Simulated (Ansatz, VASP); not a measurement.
One calculation of TaSi2, two programs

The input INCAR:

```
SYSTEM = TaSi2
ALGO     = Normal         ! electronic algorithm
EDIFF    = 1E-6           ! SCF threshold, eV
ENCUT    = 520            ! plane-wave cutoff, eV
GGA      = PS             ! functional
ISIF     = 2              ! what is computed and relaxed
ISMEAR   = -1             ! smearing method
LASPH    = .True.         ! aspherical terms in the spheres
LCHARG   = .True.         ! write CHGCAR
LELF     = .True.         ! ELF
LREAL    = .False.        ! projectors in reciprocal space
LVHAR    = .True.       
LWAVE    = .False.        ! write WAVECAR
NBANDS   = 38             ! bands
NELM     = 100            ! most SCF steps
PREC     = Accurate       ! precision mode
SIGMA    = 0.05           ! smearing width, eV
```

KPOINTS

```
k-points
0
Gamma
  7 7 4
  0 0 0
```

File POSCAR:

```
TaSi2
1.0
    4.7517923212      0.0000000000      0.0000000000
   -2.3758961606      4.1151728637      0.0000000000
    0.0000000000      0.0000000000      6.5259047117
Ta Si
3 6
Direct
    0.0000000000      0.5000000000      0.3333333333
    0.5000000000      0.5000000000      0.6666666667
    0.5000000000      0.0000000000      0.0000000000
    0.3179400000      0.1589700000      0.3333333333
    0.1589700000      0.8410300000      0.6666666667
    0.8410300000      0.6820600000      0.0000000000
    0.6820600000      0.8410300000      0.3333333333
    0.8410300000      0.1589700000      0.6666666667
    0.1589700000      0.3179400000      0.0000000000
```

input.yaml

```yaml
crystal:
  lattice:
    - [4.7517923212, 0.0, 0.0]
    - [-2.3758961606, 4.1151728637, 0.0]
    - [0.0, 0.0, 6.5259047117]
  atoms:
    - { symbol: Ta, position: [0.0, 0.5, 0.3333333333] }
    - { symbol: Ta, position: [0.5, 0.5, 0.6666666667] }
    - { symbol: Ta, position: [0.5, 0.0, 0.0] }
    - { symbol: Si, position: [0.31794, 0.15897, 0.3333333333] }
    - { symbol: Si, position: [0.15897, 0.84103, 0.6666666667] }
    - { symbol: Si, position: [0.84103, 0.68206, 0.0] }
    - { symbol: Si, position: [0.68206, 0.84103, 0.3333333333] }
    - { symbol: Si, position: [0.84103, 0.15897, 0.6666666667] }
    - { symbol: Si, position: [0.15897, 0.31794, 0.0] }
hamiltonian:
  xc: pbesol
  pseudopotentials: { kind: paw }
kpoints:
  mp_grid: { grid: [7, 7, 4] }
scf:
  occupations: { method: fermi_dirac, width: 0.05 }
output:
  forces: true
  stress: true
  eigenvalues: true
```

Alike in both runs: task single point; functional PBEsol; k mesh 7 × 7 × 4; occupations fermi-dirac, width 0.05 eV; no spin polarisation.

```csv
,VASP,Ansatz
version,VASP 6.6.1,Ansatz 0.2.0
potentials or method,"VASP PAW PBE potentials, release 64 (Ta_pv, Si)",Ansatz PAW
plane-wave cutoff (eV),520,420
valence electrons in the cell,57,63
```

Ansatz gave:

- gap on the k mesh at the Fermi level (eV): none
- pressure (GPa): 1.7
- traceless stress, the component that is largest in VASP (GPa): 1.33
- rms of the force components (eV/Å): 0.028

Q: What did VASP give for the same quantities?

A: gap on the k mesh at the Fermi level (eV): none; pressure (GPa): 2.1; traceless stress, the component that is largest in VASP (GPa): 1.40; rms of the force components (eV/Å): 0.027.

VASP's potentials were made for PBE, not for PBEsol. Atom by atom the forces differ by 0.001 eV/Å (rms over components). A gap of «none» marks a metal or a gap that the smearing closes. The functional is the same, so the differences come from potentials, cutoffs and numerics. VASP's potentials hold 57 valence electrons a cell and Ansatz's 63, so a difference there can come from the potentials and not from the codes.

Neither program's run includes spin-orbit coupling.
